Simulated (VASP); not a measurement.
# PbS in VASP: notebook, part 2 of 3

VASP 6.6.1.

## 3. Single point, r2SCAN (strain +0.050 along x and y, +0.050 along z)

The input, POSCAR:

```
PbS
1.0
    0.0000000000      3.1132500000      3.1132500000
    3.1132500000      0.0000000000      3.1132500000
    3.1132500000      3.1132500000      0.0000000000
Pb S
1 1
Direct
    0.0000000000      0.0000000000      0.0000000000
    0.5000000000      0.5000000000      0.5000000000
```

The input, INCAR.step1:

```
SYSTEM = PbS
PREC     = Accurate       ! precision mode
ENCUT    = 550            ! plane-wave cutoff, eV
ISMEAR   = 0              ! smearing method
SIGMA    = 0.05           ! smearing width, eV
LREAL    = .FALSE.        ! projectors in reciprocal space
LASPH    = .TRUE.         ! aspherical terms in the spheres
NELM     = 120            ! most SCF steps
NBANDS   = 17             ! bands
GGA      = PE             ! functional
ALGO     = Normal         ! electronic algorithm
EDIFF    = 1E-5           ! SCF threshold, eV
LWAVE    = .TRUE.         ! write WAVECAR
LCHARG   = .FALSE.        ! write CHGCAR
GGA_COMPAT= .FALSE.
```

The input, INCAR.step2:

```
SYSTEM = PbS
PREC     = Accurate       ! precision mode
ENCUT    = 550            ! plane-wave cutoff, eV
EDIFF    = 1E-6           ! SCF threshold, eV
ISMEAR   = 0              ! smearing method
SIGMA    = 0.05           ! smearing width, eV
LREAL    = .FALSE.        ! projectors in reciprocal space
LASPH    = .TRUE.         ! aspherical terms in the spheres
NELM     = 120            ! most SCF steps
ALGO     = Normal         ! electronic algorithm
ISIF     = 2              ! what is computed and relaxed
LWAVE    = .FALSE.        ! write WAVECAR
LCHARG   = .FALSE.        ! write CHGCAR
METAGGA  = R2SCAN         ! meta-GGA
LMIXTAU  = .TRUE.       
NBANDS   = 17             ! bands
ISTART   = 1            
GGA_COMPAT= .FALSE.
```

The input, KPOINTS:

```
regular mesh
0
G
  8 8 8
  0 0 0
```

Potentials or basis: VASP PAW PBE potentials, release 64 (Pb_d, S).

Run with:

```console
$ cat potpaw_PBE.64/Pb_d/POTCAR potpaw_PBE.64/S/POTCAR > POTCAR
$ cp INCAR.step1 INCAR
$ mpirun -np 1 vasp_std > vasp.out
$ cp INCAR.step2 INCAR
$ mpirun -np 1 vasp_std > vasp.out
```

OUTCAR:

```text
SYSTEM = PbS
   PREC = Accurate
   ENCUT = 550
   EDIFF = 1E-6
   ISMEAR = 0
   LREAL = .FALSE.
   LASPH = .TRUE.
   NELM = 120
   ISIF = 2
   METAGGA = R2SCAN
   ISTART = 1

 ion  position               nearest neighbor table
   1  0.000  0.000  0.000-   2 3.11   2 3.11   2 3.11   2 3.11   2 3.11   2 3.11
   2  0.500  0.500  0.500-   1 3.11   1 3.11   1 3.11   1 3.11   1 3.11   1 3.11

  LATTYP: Found a face centered cubic cell.
 ALAT       =     6.2265000000

  Lattice vectors:

 A1 = (   0.0000000000,   3.1132500000,   3.1132500000)
 A2 = (   3.1132500000,   0.0000000000,   3.1132500000)
 A3 = (   3.1132500000,   3.1132500000,   0.0000000000)

Analysis of symmetry for initial positions (statically):
=====================================================================
 Subroutine PRICEL returns:
 Original cell was already a primitive cell.

 Routine SETGRP: Setting up the symmetry group for a
 face centered cubic supercell.

 Subroutine GETGRP returns: Found 48 space group operations
 (whereof 48 operations were pure point group operations)
 out of a pool of 48 trial point group operations.

The static configuration has the point symmetry O_h .

Analysis of symmetry for dynamics (positions and initial velocities):
=====================================================================
 Subroutine PRICEL returns:
 Original cell was already a primitive cell.

 Routine SETGRP: Setting up the symmetry group for a
 face centered cubic supercell.

 Subroutine GETGRP returns: Found 48 space group operations
 (whereof 48 operations were pure point group operations)
 out of a pool of 48 trial point group operations.

The dynamic configuration has the point symmetry O_h .

 Subroutine INISYM returns: Found 48 space group operations
 (whereof 48 operations are pure point group operations),
 and found     1 'primitive' translations

----------------------------------------------------------------------------------------

                                     Primitive cell

  volume of cell :      60.3493

  direct lattice vectors                    reciprocal lattice vectors
     0.000000000  3.113250000  3.113250000    -0.160603871  0.160603871  0.160603871
     3.113250000  0.000000000  3.113250000     0.160603871 -0.160603871  0.160603871
     3.113250000  3.113250000  0.000000000     0.160603871  0.160603871 -0.160603871

  length of vectors
     4.402800373  4.402800373  4.402800373     0.278174064  0.278174064  0.278174064

  position of ions in fractional coordinates (direct lattice)
     0.000000000  0.000000000  0.000000000
     0.500000000  0.500000000  0.500000000

  ion indices of the primitive-cell ions
   primitive index   ion index
                 1           1
                 2           2

----------------------------------------------------------------------------------------

 KPOINTS: regular mesh

Automatic generation of k-mesh.
 Grid dimensions read from file:
 generate k-points for:    8    8    8

 Generating k-lattice:

  Cartesian coordinates                     Fractional coordinates (reciprocal lattice)
    -0.020075484  0.020075484  0.020075484     0.125000000  0.000000000  0.000000000
     0.020075484 -0.020075484  0.020075484     0.000000000  0.125000000  0.000000000
     0.020075484  0.020075484 -0.020075484     0.000000000  0.000000000  0.125000000

  Length of vectors
     0.034771758  0.034771758  0.034771758

  Shift w.r.t. Gamma in fractional coordinates (k-lattice)
     0.000000000  0.000000000  0.000000000

 Subroutine IBZKPT returns following result:
 ===========================================

 Found     29 irreducible k-points:

 Following reciprocal coordinates:
            Coordinates               Weight
  0.000000  0.000000  0.000000      1.000000
  0.125000  0.000000  0.000000      8.000000
  0.250000  0.000000  0.000000      8.000000
  0.375000  0.000000  0.000000      8.000000
  0.500000  0.000000  0.000000      4.000000
  0.125000  0.125000  0.000000      6.000000
[... 16 lines left out ...]
  0.500000  0.250000  0.125000     48.000000
 -0.375000  0.250000  0.125000     24.000000
 [... further k-points ...]
   k-points           NKPTS =     29   k-points in BZ     NKDIM =     29   number of bands    NBANDS=     17
   number of dos      NEDOS =    301   number of ions     NIONS =      2
   total plane-waves  NPLWV =  46656
   dimension x,y,z NGX =    36 NGY =   36 NGZ =   36
   dimension x,y,z NGXF=    72 NGYF=   72 NGZF=   72
   ions per type =               1   1
   NGX,Y,Z   is equivalent  to a cutoff of  13.59, 13.59, 13.59 a.u.
   NGXF,Y,Z  is equivalent  to a cutoff of  27.19, 27.19, 27.19 a.u.
 SYSTEM =  PbS
   PREC   = accura    normal or accurate (medium, high low for compatibility)
   ISTART =      1    job   : 0-new  1-cont  2-samecut
   ICHARG =      0    charge: 1-file 2-atom 10-const
   ISPIN  =      1    spin polarized calculation?
   LNONCOLLINEAR =      F non collinear calculations
   LSORBIT =      F    spin-orbit coupling
   LASPH  =      T    aspherical Exc in radial PAW
   ENCUT  =  550.0 eV  40.42 Ry    6.36 a.u.   8.42  8.42  8.42*2*pi/ulx,y,z
   NELM   =    120;   NELMIN=  2; NELMDL=  0     # of ELM steps
   EDIFF  = 0.1E-05   stopping-criterion for ELM
   LREAL  =      F    real-space projection
   EDIFFG = 0.1E-04   stopping-criterion for IOM
   NSW    =      0    number of steps for IOM
   IBRION =     -1    ionic relax: 0-MD 1-quasi-New 2-CG
   NFREE  =      0    steps in history (QN), initial steepest desc. (CG)
   ISIF   =      2    stress and relaxation
   ISYM   =      2    0-nonsym 1-usesym 2-fastsym
   POTIM  = 0.5000    time-step for ionic-motion
   TEBEG  =    0.0;   TEEND  =   0.0 temperature during run
   PSTRESS=    0.0 pullay stress
   NELECT =      20.0000    total number of electrons
   NUPDOWN=      -1.0000    fix difference up-down
   EMIN   =  10.00;   EMAX   =-10.00  energy-range for DOS
   EFERMI =   0.00;   METHOD = LEGACY
   ISMEAR =     0;   SIGMA  =   0.05  broadening in eV -4-tet -1-fermi 0-gaus
   EFERMI_NEDOS =   21; number of points for ismear=-14 and -15
   IALGO  =     38    algorithm
   IMIX   =      4    mixing-type and parameters
     AMIX     =   0.40;   BMIX     =  1.00
     AMIX_MAG =   1.60;   BMIX_MAG =  1.00
  volume/ion in A,a.u.               =      30.17       203.63
  Fermi-wavevector in a.u.,A,eV,Ry     =   1.132907  2.140883 17.462775  1.283478
  Thomas-Fermi vector in A             =   2.269609
   LORBIT       =      0    0 simple, 1 ext, 2 COOP (PROOUT), +10 PAW based schemes
   METAGGA = R2SCAN    functional components
   LHFCALC =     F    Hartree Fock is set to
   AEXX    =    0.0000 exact exchange contribution
   IVDW    =     0    specifies the selected vdW correction
   LEPSILON=     F    determine dielectric tensor
   LRPA    =     F    only Hartree local field effects (RPA)
 non-spin polarized calculation
 Gauss-broadening in eV      SIGMA  =   0.05
  energy-cutoff  :      550.00
  volume of cell :       60.35
 maximum number of plane-waves:      1807
 NGX is ok and might be reduce to    36
   NGX = 17   NGY = 17   NGZ = 17

 number of electron      20.0000001 magnetization

 Free energy of the ion-electron system (eV)
  ---------------------------------------------------
  ext. energy  EPLUGINS =         0.00000000
  ---------------------------------------------------
  free energy    TOTEN  =       -65.47924800 eV

  energy without entropy =      -65.47924800  energy(sigma->0) =      -65.47924800

 E-fermi :   3.9976     XC(G=0):  -9.5387

 val. band max:        3.7815679759   @ k =   0.5000   0.0000   0.0000
 cond. band min:       4.8464830919   @ k =   0.5000   0.0000   0.0000
 fundamental gap:      1.0649151160
 Fermi energy:         3.9975943889

 k-point     1 :       0.0000    0.0000    0.0000
  band No.  band energies     occupation
      1     -13.3845      2.00000
      2     -13.3845      2.00000
      3     -13.3845      2.00000
      4     -13.3646      2.00000
      5     -13.3646      2.00000
      6      -9.0716      2.00000
[... 9 lines left out ...]
     16      11.3703      0.00000
     17      12.7283      0.00000
[... 441 lines left out ...]
 k-point    24 :      -0.3750    0.2500    0.1250
  band No.  band energies     occupation
      1     -13.4005      2.00000
      2     -13.3794      2.00000
      3     -13.3708      2.00000
      4     -13.3666      2.00000
      5     -13.3545      2.00000
      6      -8.0092      2.00000
[... 9 lines left out ...]
     16      15.3485      0.00000
     17      15.4559      0.00000

 [... further k-points ...]

------------------------ aborting loop because EDIFF is reached ----------------------------------------

  FORCE on cell =-STRESS in cart. coord.  units (eV):
  Direction    XX          YY          ZZ          XY          YZ          ZX
  --------------------------------------------------------------------------------------
  -------------------------------------------------------------------------------------
  Total       -2.0746730     -2.0746730     -2.0746730      0.0000000      0.0000000      0.0000000
  in kB      -55.0792783    -55.0792783    -55.0792783      0.0000000      0.0000000      0.0000000
  external PRESSURE =     -55.0792783 kB  Pullay stress =       0.0000000 kB

 VOLUME and BASIS-vectors are now :
 -----------------------------------------------------------------------------
  energy-cutoff  :      550.00
  volume of cell :       60.35
      direct lattice vectors                 reciprocal lattice vectors
     0.000000000  3.113250000  3.113250000    -0.160603871  0.160603871  0.160603871
     3.113250000  0.000000000  3.113250000     0.160603871 -0.160603871  0.160603871
     3.113250000  3.113250000  0.000000000     0.160603871  0.160603871 -0.160603871

 POSITION                                       TOTAL-FORCE (eV/Angst)
 -----------------------------------------------------------------------------------
      0.00000      0.00000      0.00000         0.000000      0.000000     -0.000000
      3.11325      3.11325      3.11325         0.000000     -0.000000      0.000000
 -----------------------------------------------------------------------------------
    total drift:                                0.000000      0.000000      0.000000

  FREE ENERGIE OF THE ION-ELECTRON SYSTEM (eV)
  ---------------------------------------------------
  free  energy   TOTEN  =       -65.4792480030 eV

  energy  without entropy=      -65.4792480030  energy(sigma->0) =      -65.47924800
```

Run time: 1.7 min. Hardware: 1 thread of AMD EPYC 9R45 (Zen 5), shared host; peak memory 0.2 GiB.

Results:

* Free energy: -65.4792 eV
* Pressure: -5.5 GPa
* Band gap on the k mesh: 1.06 eV

Caveat: the cell differs from its parent crystal (strain +0.050 along x and y, +0.050 along z); the cell stands under tension; the PAW data sets were made with another functional, which shifts forces and pressure a little; spin-orbit coupling is left out, which moves the levels of the heavy elements. A k mesh can miss the band edges.

(Continued in part 3 of 3.)
